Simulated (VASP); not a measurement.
Here is a VASP 6.6.1 calculation.

File INCAR:

```
SYSTEM = HfO2
PREC     = Accurate       ! precision mode
ENCUT    = 520            ! plane-wave cutoff, eV
EDIFF    = 1E-7           ! SCF threshold, eV
ISMEAR   = 0              ! smearing method
SIGMA    = 0.02           ! smearing width, eV
LREAL    = .False.        ! projectors in reciprocal space
LASPH    = .True.         ! aspherical terms in the spheres
NELM     = 60             ! most SCF steps
ALGO     = Normal         ! electronic algorithm
ISIF     = 2              ! what is computed and relaxed
LWAVE    = .False.        ! write WAVECAR
LCHARG   = .False.        ! write CHGCAR
GGA      = CA             ! functional
IBRION   = 2              ! ionic algorithm
NSW      = 60             ! ionic steps
EDIFFG   = -0.008         ! ionic threshold
```

KPOINTS

```
Automatic mesh
0
Gamma
  6 6 8
  0 0 0
```

File POSCAR:

```
HfO2
1.0
    4.7888991402      0.0000000000      0.0000000000
    0.0000000000      4.7888991402      0.0000000000
    0.0000000000      0.0000000000      3.0583858954
Hf O
2 4
Direct
    0.0000000000      0.0000000000      0.0000000000
    0.5000000000      0.5000000000      0.5000000000
    0.1964642221      0.8035357779      0.5000000000
    0.3035357779      0.3035357779      0.0000000000
    0.6964642221      0.6964642221      0.0000000000
    0.8035357779      0.1964642221      0.5000000000
```

Potentials or basis: VASP PAW LDA potentials, release 64 (Hf_pv, O).

Launch:

```console
$ cat potpaw_LDA.64/Hf_pv/POTCAR potpaw_LDA.64/O/POTCAR > POTCAR
$ mpirun -np 1 vasp_std > vasp.out
```

Predict the band gap on the k mesh.

3.79 eV.

Estimate the energy gained by relaxing.

0.7 meV/atom.

Stress tensor (GPa, compression positive):
```
 5.14  0.00  0.00
 0.00  5.14  0.00
 0.00  0.00 20.04
```

Caveat: the cell differs from its parent crystal (strain along c alone, the other axes held: -4.0 %); spin-orbit coupling is left out, which moves the levels of the heavy elements. A k mesh can miss the band edges.
